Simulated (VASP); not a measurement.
The system is NaHfIr2.

```
Na Hf Ir
1.0
    -2.31948    2.31948    2.37849
     2.31948   -2.31948    2.37849
     2.31948    2.31948   -2.37849
Na Hf Ir
1 1 2
Direct
  0.50000 0.50000 0.00000
  0.00000 0.00000 0.00000
  0.50000 0.00000 0.50000
  0.00000 0.50000 0.50000
```

```yaml
Program: VASP 6.6.1
Task: relaxation of cell and atoms
Functional: PBE
Potentials_or_basis: VASP PAW PBE potentials, release 64 (Na_pv, Hf_pv, Ir)
Cutoff: 600 eV
k_mesh: 6 × 6 × 6
Occupations: gaussian, width 0.1 eV
Spin: no spin polarisation
```

At the start: pressure 114.2 GPa; volume 12.80 Å³/atom.

Problem. How do energy, volume and symmetry change on relaxing?

Solution. Over 8 steps the energy falls by 1498.6 meV/atom and the volume is 18.71 Å³/atom (+46.2 %); space group I4/mmm (No. 139, to 0.05 Å).

The path:
```csv
step,energy change (eV),largest force (eV/Å),pressure (GPa),volume (Å³)
1,0.0000,0.0000,114.15,51.19
2,1.8105,0.0000,-15.39,152.57
3,-5.8250,0.0000,-8.12,80.97
4,-5.9590,0.0000,-4.02,77.53
5,-5.9940,0.0000,0.38,74.64
6,-5.9937,0.0000,-0.51,75.17
7,-5.9941,0.0000,0.45,74.61
8,-5.9944,0.0000,0.07,74.83
```

Final structure:
```
CELL_PARAMETERS angstrom
-2.65303 2.65303 2.65799
2.65303 -2.65303 2.65799
2.65303 2.65303 -2.65799
ATOMIC_POSITIONS crystal
Na 0.50000 0.50000 0.00000
Hf 0.00000 0.00000 0.00000
Ir 0.50000 0.00000 0.50000
Ir 0.00000 0.50000 0.50000
```

Caveat: the volume moved by over 15 % at a fixed basis, so the end points are rough.
